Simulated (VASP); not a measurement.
# PrScO (P4/mmm) in VASP: notebook

PrScO is run at these levels: PBE; tasks: single point.

Everything below comes from runs of VASP 6.6.1. Logs are shortened: lines on timing, memory, paths and dates and some standing lists are left out, and cuts for length are marked.

## (1) The cell of the first run

The structure is tetragonal, space group P4/mmm (No. 123). The conventional cell has a = 3.719 Å, b = 3.719 Å, c = 4.222 Å, α = 90.00°, β = 90.00°, γ = 90.00°. Pr (site symmetry 4/mmm) has 4 O at 2.63 Å and 8 Sc at 3.37 Å within 3.5 Å. Within 2.8 Å of Sc (site symmetry 4/mmm) lie 2 O at 2.11 Å. Within 2.8 Å of O (site symmetry 4/mmm) lie 2 Sc at 2.11 Å and 4 Pr at 2.63 Å.

The cell was generated, and may not be a known phase.

## (2) Single point, PBE

Contents of INCAR:

```
  ALGO = Normal
  EDIFF = 1E-6
  ENCUT = 600
  GGA = PE
  GGA_COMPAT = F
  ISIF = 2
  ISMEAR = 0
  LASPH = T
  LCHARG = T
  LELF = T
  LMAXMIX = 6
  LREAL = F
  LVHAR = T
  LWAVE = F
  NBANDS = 21
  NELM = 200
  PREC = Accurate
  SIGMA = 0.1
```

Contents of KPOINTS:

```
k-points
0
Gamma
  10 10 8
```

Contents of POSCAR:

```
PrScO
1.0
    3.7187184948      0.0000000000      0.0000000000
    0.0000000000      3.7187184948      0.0000000000
    0.0000000000      0.0000000000      4.2220819281
Pr Sc O
1 1 1
Direct
    0.0000000000      0.0000000000      0.5000000000
    0.5000000000      0.5000000000      0.0000000000
    0.5000000000      0.5000000000      0.5000000000
```

Potentials or basis: VASP PAW PBE potentials, release 64 (Pr_3, Sc_sv, O), 4f in core.

Run with:

```console
cat potpaw_PBE.64/Pr_3/POTCAR potpaw_PBE.64/Sc_sv/POTCAR potpaw_PBE.64/O/POTCAR > POTCAR
mpirun -np 1 vasp_std > vasp.out
```

OUTCAR:

```text
EDIFF = 1E-6
   ENCUT = 600
   GGA = PE
   ISIF = 2
   ISMEAR = 0
   LASPH = T
   LREAL = F
   NELM = 200
   PREC = Accurate

 ion  position               nearest neighbor table
   1  0.000  0.000  0.500-   3 2.63   3 2.63   3 2.63   3 2.63   2 3.37   2 3.37   2 3.37   2 3.37
                             2 3.37   2 3.37   2 3.37   2 3.37
   2  0.500  0.500  0.000-   3 2.11   3 2.11   1 3.37   1 3.37   1 3.37   1 3.37   1 3.37   1 3.37
                             1 3.37   1 3.37
   3  0.500  0.500  0.500-   2 2.11   2 2.11   1 2.63   1 2.63   1 2.63   1 2.63

  LATTYP: Found a simple tetragonal cell.
 ALAT       =     3.7187184948
 C/A-ratio  =     1.1353593809

  Lattice vectors:

 A1 = (   3.7187184948,   0.0000000000,   0.0000000000)
 A2 = (   0.0000000000,   3.7187184948,   0.0000000000)
 A3 = (   0.0000000000,   0.0000000000,   4.2220819281)

Analysis of symmetry for initial positions (statically):
=====================================================================
 Subroutine PRICEL returns:
 Original cell was already a primitive cell.

 Routine SETGRP: Setting up the symmetry group for a
 simple tetragonal supercell.

 Subroutine GETGRP returns: Found 16 space group operations
 (whereof 16 operations were pure point group operations)
 out of a pool of 16 trial point group operations.

The static configuration has the point symmetry D_4h.

Analysis of symmetry for dynamics (positions and initial velocities):
=====================================================================
 Subroutine PRICEL returns:
 Original cell was already a primitive cell.

 Routine SETGRP: Setting up the symmetry group for a
 simple tetragonal supercell.

 Subroutine GETGRP returns: Found 16 space group operations
 (whereof 16 operations were pure point group operations)
 out of a pool of 16 trial point group operations.

The dynamic configuration has the point symmetry D_4h.

 Subroutine INISYM returns: Found 16 space group operations
 (whereof 16 operations are pure point group operations),
 and found     1 'primitive' translations

----------------------------------------------------------------------------------------

                                     Primitive cell

  volume of cell :      58.3866

  direct lattice vectors                    reciprocal lattice vectors
     3.718718495  0.000000000  0.000000000     0.268909841  0.000000000  0.000000000
     0.000000000  3.718718495  0.000000000     0.000000000  0.268909841  0.000000000
[... 80 lines left out ...]
   ICHARG =      2    charge: 1-file 2-atom 10-const
   ISPIN  =      1    spin polarized calculation?
   LNONCOLLINEAR =      F non collinear calculations
   LSORBIT =      F    spin-orbit coupling
   LASPH  =      T    aspherical Exc in radial PAW
   ENCUT  =  600.0 eV  44.10 Ry    6.64 a.u.   7.43  7.43  8.43*2*pi/ulx,y,z
   NELM   =    200;   NELMIN=  2; NELMDL= -5     # of ELM steps
   EDIFF  = 0.1E-05   stopping-criterion for ELM
   LREAL  =      F    real-space projection
   EDIFFG = 0.1E-04   stopping-criterion for IOM
   NSW    =      0    number of steps for IOM
   IBRION =     -1    ionic relax: 0-MD 1-quasi-New 2-CG
   NFREE  =      0    steps in history (QN), initial steepest desc. (CG)
   ISIF   =      2    stress and relaxation
   ISYM   =      2    0-nonsym 1-usesym 2-fastsym
   POTIM  = 0.5000    time-step for ionic-motion
   TEBEG  =    0.0;   TEEND  =   0.0 temperature during run
   PSTRESS=    0.0 pullay stress
   NELECT =      28.0000    total number of electrons
   NUPDOWN=      -1.0000    fix difference up-down
   EMIN   =  10.00;   EMAX   =-10.00  energy-range for DOS
   EFERMI =   0.00;   METHOD = LEGACY
   ISMEAR =     0;   SIGMA  =   0.10  broadening in eV -4-tet -1-fermi 0-gaus
   EFERMI_NEDOS =   21; number of points for ismear=-14 and -15
   IALGO  =     38    algorithm
   IMIX   =      4    mixing-type and parameters
     AMIX     =   0.40;   BMIX     =  1.00
     AMIX_MAG =   1.60;   BMIX_MAG =  1.00
  volume/ion in A,a.u.               =      19.46       131.34
  Fermi-wavevector in a.u.,A,eV,Ry     =   1.281415  2.421523 22.341093  1.642024
  Thomas-Fermi vector in A             =   2.413786
   LORBIT       =      0    0 simple, 1 ext, 2 COOP (PROOUT), +10 PAW based schemes
   GGA     = PE    functional components
   LHFCALC =     F    Hartree Fock is set to
   AEXX    =    0.0000 exact exchange contribution
   IVDW    =     0    specifies the selected vdW correction
   LEPSILON=     F    determine dielectric tensor
   LRPA    =     F    only Hartree local field effects (RPA)
 non-spin polarized calculation
 Gauss-broadening in eV      SIGMA  =   0.10
  energy-cutoff  :      600.00
  volume of cell :       58.39
 maximum number of plane-waves:      1985
 NGX is ok and might be reduce to    30
   NGX = 15   NGY = 15   NGZ = 17

 number of electron      27.9999997 magnetization

 Free energy of the ion-electron system (eV)
  ---------------------------------------------------
  ext. energy  EPLUGINS =         0.00000000
  ---------------------------------------------------
  free energy    TOTEN  =       -21.88041937 eV

  energy without entropy =      -21.87530374  energy(sigma->0) =      -21.87786156

 E-fermi :   4.9216     XC(G=0): -10.5505

 val. band max:        4.8775581127   @ k =   0.3000   0.1000   0.3750
 cond. band min:       4.9384677414   @ k =   0.1000   0.1000   0.5000
 fundamental gap:      0.0609096287
 Fermi energy:         4.9216418471

 k-point     1 :       0.0000    0.0000    0.0000
  band No.  band energies     occupation
      1     -44.6528      2.00000
      2     -31.4068      2.00000
      3     -23.3856      2.00000
      4     -23.2765      2.00000
      5     -23.2765      2.00000
      6     -14.6428      2.00000
[... 565 lines left out ...]
     20       8.1830      0.00000
     21       9.3004      0.00000

 [... further k-points ...]
[... 5 lines left out ...]
  --------------------------------------------------------------------------------------
  -------------------------------------------------------------------------------------
  Total       -0.0067547     -0.0067547      0.3177270      0.0000000      0.0000000      0.0000000
  in kB       -0.1853541     -0.1853541      8.7186951      0.0000000      0.0000000      0.0000000
  external PRESSURE =       2.7826623 kB  Pullay stress =       0.0000000 kB

 VOLUME and BASIS-vectors are now :
 -----------------------------------------------------------------------------
  energy-cutoff  :      600.00
  volume of cell :       58.39
      direct lattice vectors                 reciprocal lattice vectors
     3.718718495  0.000000000  0.000000000     0.268909841  0.000000000  0.000000000
     0.000000000  3.718718495  0.000000000     0.000000000  0.268909841  0.000000000
     0.000000000  0.000000000  4.222081928     0.000000000  0.000000000  0.236849975

 POSITION                                       TOTAL-FORCE (eV/Angst)
 -----------------------------------------------------------------------------------
      0.00000      0.00000      2.11104         0.000000      0.000000      0.000000
      1.85936      1.85936      0.00000         0.000000      0.000000      0.000000
      1.85936      1.85936      2.11104         0.000000      0.000000      0.000000
 -----------------------------------------------------------------------------------
    total drift:                                0.000000      0.000000     -0.000000

  FREE ENERGIE OF THE ION-ELECTRON SYSTEM (eV)
  ---------------------------------------------------
  free  energy   TOTEN  =       -21.8804193729 eV

  energy  without entropy=      -21.8753037401  energy(sigma->0) =      -21.87786156
```

Run time: 2.7 min. Hardware: 1 thread of Intel Xeon Platinum 8259CL at 2.50GHz (Skylake/Cascade Lake), shared host; peak memory 0.31 GiB.

Results:

```yaml
Free_energy: -21.8804 eV
Pressure: 0.3 GPa
Band_gap_on_the_k_mesh: zero (bands 14 and 15 overlap by 1.38 eV)
```

Stress tensor (GPa, compression positive):
```
-0.02  0.00  0.00
 0.00 -0.02  0.00
 0.00  0.00  0.87
```

Caveat: spin-orbit coupling is left out, which moves the levels of the heavy elements; the 4f electrons are frozen in the core, so they carry no moment and show no levels; the run has no spin polarisation, though such a crystal can be magnetic. Spin polarisation is off, so any magnetic state and its effect on volume and gap are missing.

## (3) Single point, PBE

Contents of INCAR:

```
SYSTEM = PrScO
PREC = Accurate ; ENCUT = 600
EDIFF = 1E-6 ; ISMEAR = 0
SIGMA = 0.1 ; LREAL = .False.
LASPH = .True. ; NELM = 200
ALGO = Normal ; ISIF = 2
LWAVE = .False. ; LCHARG = .True.
GGA = PE ; LELF = .True.
LVHAR = .True. ; NBANDS = 21
GGA_COMPAT = .False. ; LMAXMIX = 6
```

Contents of KPOINTS:

```
Automatic mesh
0
Gamma
  10 10 8
  0 0 0
```

POSCAR is that of step 2.

Potentials or basis: VASP PAW PBE potentials, release 64 (Pr_3, Sc_sv, O), 4f in core.

Run with:

```console
cat potpaw_PBE.64/Pr_3/POTCAR potpaw_PBE.64/Sc_sv/POTCAR potpaw_PBE.64/O/POTCAR > POTCAR
mpirun -np 1 vasp_std > vasp.out
```

Run time: 2.8 min. Hardware: 1 thread of Intel Xeon Platinum 8259CL at 2.50GHz (Skylake/Cascade Lake), shared host; peak memory 0.31 GiB.

Results (log left out):

```yaml
Free_energy: -21.8804 eV
Pressure: 0.3 GPa
Band_gap_on_the_k_mesh: zero (bands 14 and 15 overlap by 1.38 eV)
```

Stress tensor (GPa, compression positive):
```
-0.02  0.00  0.00
 0.00 -0.02  0.00
 0.00  0.00  0.87
```

Levels at points of the mesh, in eV from the Fermi level:
```tsv
k point	band 10	band 11	band 12	band 13	band 14	band 15	band 16	band 17	band 18	band 19
(0.00, 0.00, 0.00)	-4.47	-4.36	-4.36	-3.53	-1.79	1.02	1.02	1.82	1.91	2.36
(0.50, 0.00, 0.00)	-6.01	-5.53	-4.71	-1.15	-0.47	1.11	1.72	1.96	1.99	2.51
(0.50, 0.50, 0.00)	-4.39	-4.39	-4.39	-1.44	-0.80	-0.80	2.38	2.89	2.89	2.99
(0.00, 0.00, 0.50)	-6.20	-4.67	-4.67	-1.51	-0.56	0.25	1.72	2.09	2.09	2.42
(0.50, 0.00, 0.50)	-6.46	-6.28	-5.84	-1.84	0.44	1.19	1.74	2.91	3.07	3.11
(0.50, 0.50, 0.50)	-6.12	-4.70	-4.70	-1.00	-1.00	0.50	2.51	2.51	3.01	3.27
```

Caveat: spin-orbit coupling is left out, which moves the levels of the heavy elements; the 4f electrons are frozen in the core, so they carry no moment and show no levels; the run has no spin polarisation, though such a crystal can be magnetic. With open d or f shells a metallic result of PBE can be an artefact of self-interaction; +U or a hybrid may open a gap.

The gap in the log of VASP goes by the Fermi energy; the results here count the filled bands.